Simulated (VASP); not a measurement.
# N (P6_3/mmc) in VASP: notebook

The runs below take N through single point, with PBEsol.

Program: VASP 6.6.1. These are calculated values, not measurements. Logs are shortened: lines on timing, memory, paths and dates and some standing lists are left out, and cuts for length are marked.

### 1 The cell of the first run

Symmetry: P6_3/mmc, No. 194, hexagonal system. The conventional cell has a = 2.519 Å, b = 2.519 Å, c = 2.446 Å, α = 90.00°, β = 90.00°, γ = 120.00°. Within 2.6 Å of N (site symmetry -6m2) lie 14 N at 1.90 to 2.52 Å.

### 2 Single point, PBEsol

Contents of INCAR:

```
  PREC = Accurate
  ENCUT = 600
  EDIFF = 1E-6
  ISMEAR = 0
  SIGMA = 0.05
  LREAL = F
  LASPH = T
  NELM = 120
  ALGO = Normal
  ISIF = 2
  LWAVE = F
  LCHARG = F
  GGA = PS
  NBANDS = 12
  GGA_COMPAT = F
```

Contents of KPOINTS:

```
Automatic mesh
0
Gamma
  12 12 8
```

Contents of POSCAR:

```
N
1.0
    2.5194740000      0.0000000000      0.0000000000
   -1.2597370000      2.1819280000      0.0000000000
    0.0000000000      0.0000000000      2.4460020000
N
2
Direct
    0.6666666667      0.3333333333      0.2500000000
    0.3333333333      0.6666666667      0.7500000000
```

Potentials or basis: VASP PAW PBE potentials, release 64 (N).

Run with:

```
cat potpaw_PBE.64/N/POTCAR > POTCAR
mpirun -np 1 vasp_std > vasp.out
```

OUTCAR:

```text
PREC = Accurate
   ENCUT = 600
   EDIFF = 1E-6
   ISMEAR = 0
   LREAL = F
   LASPH = T
   NELM = 120
   ISIF = 2
   GGA = PS

 ion  position               nearest neighbor table
   1  0.667  0.333  0.250-
   2  0.333  0.667  0.750-

  LATTYP: Found a hexagonal cell.
 ALAT       =     2.5194740000
 C/A-ratio  =     0.9708383575

  Lattice vectors:

 A1 = (   2.5194740000,   0.0000000000,   0.0000000000)
 A2 = (  -1.2597370000,   2.1819280000,   0.0000000000)
 A3 = (   0.0000000000,   0.0000000000,   2.4460020000)

Analysis of symmetry for initial positions (statically):
=====================================================================
 Subroutine PRICEL returns:
 Original cell was already a primitive cell.

 Routine SETGRP: Setting up the symmetry group for a
 hexagonal supercell.

 Subroutine GETGRP returns: Found 24 space group operations
 (whereof 12 operations were pure point group operations)
 out of a pool of 24 trial point group operations.

The static configuration has the point symmetry D_3d.
 The point group associated with its full space group is D_6h.

Analysis of symmetry for dynamics (positions and initial velocities):
=====================================================================
 Subroutine PRICEL returns:
 Original cell was already a primitive cell.

 Routine SETGRP: Setting up the symmetry group for a
 hexagonal supercell.

 Subroutine GETGRP returns: Found 24 space group operations
 (whereof 12 operations were pure point group operations)
 out of a pool of 24 trial point group operations.

The dynamic configuration has the point symmetry D_3d.
 The point group associated with its full space group is D_6h.

 Subroutine INISYM returns: Found 24 space group operations
 (whereof 12 operations are pure point group operations),
 and found     1 'primitive' translations

----------------------------------------------------------------------------------------

                                     Primitive cell

  volume of cell :      13.4464

  direct lattice vectors                    reciprocal lattice vectors
     2.519474000  0.000000000  0.000000000     0.396908244  0.229155133  0.000000000
    -1.259737000  2.181928000  0.000000000     0.000000000  0.458310265  0.000000000
     0.000000000  0.000000000  2.446002000     0.000000000  0.000000000  0.408830410

  length of vectors
     2.519474000  2.519473577  2.446002000     0.458310188  0.458310265  0.408830410

  position of ions in fractional coordinates (direct lattice)
     0.666666667  0.333333333  0.250000000
     0.333333333  0.666666667  0.750000000

  ion indices of the primitive-cell ions
   primitive index   ion index
                 1           1
                 2           2

----------------------------------------------------------------------------------------

 KPOINTS: Automatic mesh

Automatic generation of k-mesh.
 Grid dimensions read from file:
 generate k-points for:   12   12    8

 Generating k-lattice:

  Cartesian coordinates                     Fractional coordinates (reciprocal lattice)
     0.033075687  0.019096261  0.000000000     0.083333333  0.000000000  0.000000000
     0.000000000  0.038192522  0.000000000     0.000000000  0.083333333  0.000000000
     0.000000000  0.000000000  0.051103801     0.000000000  0.000000000  0.125000000

  Length of vectors
     0.038192516  0.038192522  0.051103801

  Shift w.r.t. Gamma in fractional coordinates (k-lattice)
     0.000000000  0.000000000  0.000000000

 Subroutine IBZKPT returns following result:
 ===========================================

 Found     95 irreducible k-points:

 Following reciprocal coordinates:
            Coordinates               Weight
  0.000000  0.000000  0.000000      1.000000
  0.083333 -0.000000  0.000000      6.000000
  0.166667 -0.000000  0.000000      6.000000
  0.250000 -0.000000  0.000000      6.000000
  0.333333 -0.000000  0.000000      6.000000
  0.416667  0.000000  0.000000      6.000000
[... 16 lines left out ...]
  0.250000 -0.000000  0.125000     12.000000
  0.333333 -0.000000  0.125000     12.000000
 [... further k-points ...]
   k-points           NKPTS =     95   k-points in BZ     NKDIM =     95   number of bands    NBANDS=     12
   number of dos      NEDOS =    301   number of ions     NIONS =      2
   total plane-waves  NPLWV =   8000
   dimension x,y,z NGX =    20 NGY =   20 NGZ =   20
   dimension x,y,z NGXF=    40 NGYF=   40 NGZF=   40
   ions per type =               2
   NGX,Y,Z   is equivalent  to a cutoff of  13.20, 13.20, 13.59 a.u.
   NGXF,Y,Z  is equivalent  to a cutoff of  26.39, 26.39, 27.19 a.u.
 SYSTEM =  unknown system
   PREC   = accura    normal or accurate (medium, high low for compatibility)
   ISTART =      0    job   : 0-new  1-cont  2-samecut
   ICHARG =      2    charge: 1-file 2-atom 10-const
   ISPIN  =      1    spin polarized calculation?
   LNONCOLLINEAR =      F non collinear calculations
   LSORBIT =      F    spin-orbit coupling
   LASPH  =      T    aspherical Exc in radial PAW
   ENCUT  =  600.0 eV  44.10 Ry    6.64 a.u.   5.03  5.03  4.89*2*pi/ulx,y,z
   NELM   =    120;   NELMIN=  2; NELMDL= -5     # of ELM steps
   EDIFF  = 0.1E-05   stopping-criterion for ELM
   LREAL  =      F    real-space projection
   EDIFFG = 0.1E-04   stopping-criterion for IOM
   NSW    =      0    number of steps for IOM
   IBRION =     -1    ionic relax: 0-MD 1-quasi-New 2-CG
   NFREE  =      0    steps in history (QN), initial steepest desc. (CG)
   ISIF   =      2    stress and relaxation
   ISYM   =      2    0-nonsym 1-usesym 2-fastsym
   POTIM  = 0.5000    time-step for ionic-motion
   TEBEG  =    0.0;   TEEND  =   0.0 temperature during run
   PSTRESS=    0.0 pullay stress
   NELECT =      10.0000    total number of electrons
   NUPDOWN=      -1.0000    fix difference up-down
   EMIN   =  10.00;   EMAX   =-10.00  energy-range for DOS
   EFERMI =   0.00;   METHOD = LEGACY
   ISMEAR =     0;   SIGMA  =   0.05  broadening in eV -4-tet -1-fermi 0-gaus
   EFERMI_NEDOS =   21; number of points for ismear=-14 and -15
   IALGO  =     38    algorithm
   IMIX   =      4    mixing-type and parameters
     AMIX     =   0.40;   BMIX     =  1.00
     AMIX_MAG =   1.60;   BMIX_MAG =  1.00
  volume/ion in A,a.u.               =       6.72        45.37
  Fermi-wavevector in a.u.,A,eV,Ry     =   1.483221  2.802881 29.932053  2.199944
  Thomas-Fermi vector in A             =   2.596909
   LORBIT       =      0    0 simple, 1 ext, 2 COOP (PROOUT), +10 PAW based schemes
   GGA     = PS    functional components
   LHFCALC =     F    Hartree Fock is set to
   AEXX    =    0.0000 exact exchange contribution
   IVDW    =     0    specifies the selected vdW correction
   LEPSILON=     F    determine dielectric tensor
   LRPA    =     F    only Hartree local field effects (RPA)
 non-spin polarized calculation
 Gauss-broadening in eV      SIGMA  =   0.05
  energy-cutoff  :      600.00
  volume of cell :       13.45
 maximum number of plane-waves:       462
 NGX is ok and might be reduce to    20
   NGX =  9   NGY =  9   NGZ =  9

 number of electron      10.0000000 magnetization

 Free energy of the ion-electron system (eV)
  ---------------------------------------------------
  ext. energy  EPLUGINS =         0.00000000
  ---------------------------------------------------
  free energy    TOTEN  =       -10.46177425 eV

  energy without entropy =      -10.46072690  energy(sigma->0) =      -10.46125058

 E-fermi :   6.8837     XC(G=0): -13.2708

 val. band max:        6.8720129502   @ k =   0.3333   0.1667   0.3750
 cond. band min:       6.9462026572   @ k =   0.0833   0.0833   0.3750
 fundamental gap:      0.0741897069
 Fermi energy:         6.8836774486

 k-point     1 :       0.0000    0.0000    0.0000
  band No.  band energies     occupation
      1     -15.0939      2.00000
      2       1.3938      2.00000
      3       2.1743      2.00000
      4       4.6396      2.00000
      5       4.6396      2.00000
      6       9.8257      0.00000
      7       9.8257      0.00000
      8      13.1666      0.00000
      9      21.3048      0.00000
     10      24.7955      0.00000
     11      32.1811      0.00000
     12      32.1811      0.00000

 k-point     2 :       0.0833   -0.0000    0.0000
  band No.  band energies     occupation
      1     -14.9257      2.00000
      2       0.8423      2.00000
      3       2.3114      2.00000
      4       4.3681      2.00000
      5       4.6907      2.00000
      6       9.7572      0.00000
      7      10.0877      0.00000
      8      12.9466      0.00000
      9      21.7173      0.00000
     10      24.6587      0.00000
     11      32.4530      0.00000
     12      32.4810      0.00000

 k-point     3 :       0.1667   -0.0000    0.0000
  band No.  band energies     occupation
      1     -14.4252      2.00000
      2      -0.5907      2.00000
      3       2.7156      2.00000
      4       3.7427      2.00000
      5       4.7794      2.00000
      6       9.6126      0.00000
      7      10.6762      0.00000
      8      12.3216      0.00000
      9      22.6319      0.00000
     10      24.3918      0.00000
     11      33.3095      0.00000
     12      33.3768      0.00000

 k-point     4 :       0.2500   -0.0000    0.0000
  band No.  band energies     occupation
      1     -13.6070      2.00000
      2      -2.5075      2.00000
      3       3.0531      2.00000
      4       3.3599      2.00000
      5       4.8283      2.00000
      6       9.5217      0.00000
      7      11.2868      0.00000
      8      11.3859      0.00000
      9      22.4456      0.00000
     10      25.4488      0.00000
     11      34.4825      0.00000
     12      34.8264      0.00000

 k-point     5 :       0.3333   -0.0000    0.0000
  band No.  band energies     occupation
      1     -12.5065      2.00000
      2      -4.5713      2.00000
      3       2.4773      2.00000
      4       4.1846      2.00000
      5       4.8181      2.00000
      6       9.5595      0.00000
      7      10.2802      0.00000
      8      11.7535      0.00000
      9      21.4838      0.00000
     10      27.5556      0.00000
     11      34.3319      0.00000
     12      35.0794      0.00000
[... 228 lines left out ...]
      1     -14.6090      2.00000
      2      -1.2518      2.00000
      3       3.1341      2.00000
      4       4.6005      2.00000
      5       5.6486      2.00000
      6       9.5917      0.00000
      7       9.9470      0.00000
      8      12.6332      0.00000
      9      22.8868      0.00000
     10      24.8222      0.00000
     11      31.5268      0.00000
     12      31.8509      0.00000

 k-point    22 :       0.1667   -0.0000    0.1250
  band No.  band energies     occupation
      1     -14.1104      2.00000
      2      -1.4642      2.00000
      3       1.8144      2.00000
      4       3.9919      2.00000
      5       6.2434      2.00000
      6       9.2882      0.00000
      7      10.4471      0.00000
      8      12.1720      0.00000
      9      23.5371      0.00000
     10      24.6344      0.00000
     11      32.3239      0.00000
     12      33.1973      0.00000

 k-point    23 :       0.2500   -0.0000    0.1250
  band No.  band energies     occupation
      1     -13.2950      2.00000
      2      -2.5709      2.00000
      3       1.3805      2.00000
      4       3.3186      2.00000
      5       6.4435      2.00000
      6       8.8698      0.00000
      7      10.9451      0.00000
      8      11.6406      0.00000
      9      22.9102      0.00000
     10      26.1307      0.00000
     11      33.6976      0.00000
     12      33.8083      0.00000

 k-point    24 :       0.3333   -0.0000    0.1250
  band No.  band energies     occupation
      1     -12.1997      2.00000
      2      -4.3896      2.00000
      3       1.7880      2.00000
      4       2.7544      2.00000
      5       6.3971      2.00000
      6       8.2111      0.00000
      7      11.3061      0.00000
      8      11.3573      0.00000
      9      22.0660      0.00000
     10      28.2306      0.00000
     11      32.5720      0.00000
     12      35.5510      0.00000

 [... further k-points ...]

------------------------ aborting loop because EDIFF is reached ----------------------------------------

  FORCE on cell =-STRESS in cart. coord.  units (eV):
  Direction    XX          YY          ZZ          XY          YZ          ZX
  --------------------------------------------------------------------------------------
  -------------------------------------------------------------------------------------
  Total        0.0845854      0.0845853     -0.5911962     -0.0000000     -0.0000000      0.0000000
  in kB       10.0785657     10.0785612    -70.4425527     -0.0000000     -0.0000000      0.0000000
  external PRESSURE =     -16.7618086 kB  Pullay stress =       0.0000000 kB

 VOLUME and BASIS-vectors are now :
 -----------------------------------------------------------------------------
  energy-cutoff  :      600.00
  volume of cell :       13.45
      direct lattice vectors                 reciprocal lattice vectors
     2.519474000  0.000000000  0.000000000     0.396908244  0.229155133  0.000000000
    -1.259737000  2.181928000  0.000000000     0.000000000  0.458310265  0.000000000
     0.000000000  0.000000000  2.446002000     0.000000000  0.000000000  0.408830410

 POSITION                                       TOTAL-FORCE (eV/Angst)
 -----------------------------------------------------------------------------------
      1.25974      0.72731      0.61150         0.000000      0.000000      0.000000
     -0.00000      1.45462      1.83450        -0.000000     -0.000000      0.000000
 -----------------------------------------------------------------------------------
    total drift:                               -0.000000      0.000000      0.000000

  FREE ENERGIE OF THE ION-ELECTRON SYSTEM (eV)
  ---------------------------------------------------
  free  energy   TOTEN  =       -10.4617742462 eV

  energy  without entropy=      -10.4607269042  energy(sigma->0) =      -10.46125058
```

It took 4.6 s on 1 thread of Intel Xeon 6975P-C (Granite Rapids), shared host; peak memory 0.12 GiB.

Results:

| Property | Result |
| --- | --- |
| Free energy | -10.4618 eV |
| Pressure | -1.7 GPa |
| Band gap on the k mesh | zero (bands 5 and 6 overlap by 4.87 eV) |

Stress tensor (GPa, compression positive):
```
 1.01  0.00  0.00
 0.00  1.01  0.00
 0.00  0.00 -7.04
```

Caveat: the PAW data sets were made with another functional, which shifts forces and pressure a little.

### 3 Single point, PBEsol

Contents of INCAR:

```
SYSTEM = N
PREC     = Accurate       ! precision mode
ENCUT    = 600            ! plane-wave cutoff, eV
EDIFF    = 1E-6           ! SCF threshold, eV
ISMEAR   = 0              ! smearing method
SIGMA    = 0.05           ! smearing width, eV
LREAL    = .False.        ! projectors in reciprocal space
LASPH    = .True.         ! aspherical terms in the spheres
NELM     = 120            ! most SCF steps
ALGO     = Normal         ! electronic algorithm
ISIF     = 2              ! what is computed and relaxed
LWAVE    = .False.        ! write WAVECAR
LCHARG   = .True.         ! write CHGCAR
GGA      = PS             ! functional
LELF     = .True.         ! ELF
LVHAR    = .True.       
NBANDS   = 12             ! bands
GGA_COMPAT= .False.
```

Contents of KPOINTS:

```
regular mesh
0
Gamma
  12 12 8
  0 0 0
```

POSCAR is that of step 2.

Potentials or basis: VASP PAW PBE potentials, release 64 (N).

Run with:

```
cat potpaw_PBE.64/N/POTCAR > POTCAR
mpirun -np 1 vasp_std > vasp.out
```

It took 4.9 s on 1 thread of Intel Xeon 6975P-C (Granite Rapids), shared host; peak memory 0.12 GiB.

The run converged. Its results:

* Free energy: -10.4618 eV
* Pressure: -1.7 GPa
* Band gap on the k mesh: zero (bands 5 and 6 overlap by 4.87 eV)

Stress tensor (GPa, compression positive):
```
 1.01  0.00  0.00
 0.00  1.01  0.00
 0.00  0.00 -7.04
```

Levels at points of the mesh, in eV from the Fermi level:
| k point | band 1 | band 2 | band 3 | band 4 | band 5 | band 6 | band 7 | band 8 | band 9 | band 10 |
| --- | --- | --- | --- | --- | --- | --- | --- | --- | --- | --- |
| (0.00, 0.00, 0.00) | -21.98 | -5.49 | -4.71 | -2.24 | -2.24 | 2.94 | 2.94 | 6.28 | 14.42 | 17.91 |
| (0.50, 0.00, 0.00) | -17.32 | -14.39 | -4.91 | -2.12 | -1.40 | 1.83 | 2.85 | 5.23 | 13.50 | 23.98 |
| (0.00, 0.00, 0.50) | -17.02 | -17.02 | 0.71 | 0.71 | 0.71 | 0.71 | 2.22 | 2.22 | 21.54 | 21.54 |
| (0.50, 0.00, 0.50) | -13.16 | -13.16 | -8.56 | -8.56 | -0.67 | -0.67 | 4.12 | 4.12 | 19.21 | 19.21 |

Caveat: the PAW data sets were made with another functional, which shifts forces and pressure a little.
